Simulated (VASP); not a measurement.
The system is Al2SiO.

```
CELL_PARAMETERS angstrom
2.65289 0.00000 0.00000
0.00000 2.65289 0.00000
0.00000 0.00000 8.26509
ATOMIC_POSITIONS crystal
Al 0.50000 0.50000 0.67850
Al 0.50000 0.50000 0.32150
Si 0.50000 0.50000 0.00000
O 0.00000 0.00000 0.50000
```

```yaml
Program: VASP 6.6.1
Task: relaxation of cell and atoms
Functional: PBE
Potentials_or_basis: VASP PAW PBE potentials, release 64 (Al, Si, O)
Cutoff: 600 eV
k_mesh: 18 × 18 × 6
Occupations: gaussian, width 0.1 eV
Spin: no spin polarisation
```

At the start: pressure 0.3 GPa; volume 14.54 Å³/atom.

**Question.** Where does the relaxation end?

**Answer.** Over 6 steps the energy falls by 2.3 meV/atom and the volume is 14.57 Å³/atom (+0.2 %); space group P4/mmm (No. 123, to 0.05 Å).

The path:
| step | energy change (eV) | largest force (eV/Å) | pressure (GPa) | volume (Å³) |
| --- | --- | --- | --- | --- |
| 1 | 0.0000 | 0.1300 | 0.34 | 58.17 |
| 2 | -0.0073 | 0.0973 | -0.08 | 58.42 |
| 3 | -0.0085 | 0.0732 | -0.32 | 58.57 |
| 4 | -0.0092 | 0.0366 | -0.04 | 58.32 |
| 5 | -0.0093 | 0.0194 | 0.09 | 58.22 |
| 6 | -0.0094 | 0.0074 | -0.04 | 58.28 |

Final structure:
```cif
data_structure
_symmetry_space_group_name_H-M 'P 1'
_symmetry_Int_Tables_number 1
_cell_length_a 2.6714
_cell_length_b 2.6714
_cell_length_c 8.1657
_cell_angle_alpha 90.000
_cell_angle_beta 90.000
_cell_angle_gamma 90.000
_cell_volume 58.28
loop_
_atom_site_label
_atom_site_type_symbol
_atom_site_fract_x
_atom_site_fract_y
_atom_site_fract_z
_atom_site_occupancy
Al1 Al 0.50000 0.50000 0.68070 1
Al2 Al 0.50000 0.50000 0.31930 1
Si1 Si 0.50000 0.50000 0.00000 1
O1 O 0.00000 0.00000 0.50000 1
```
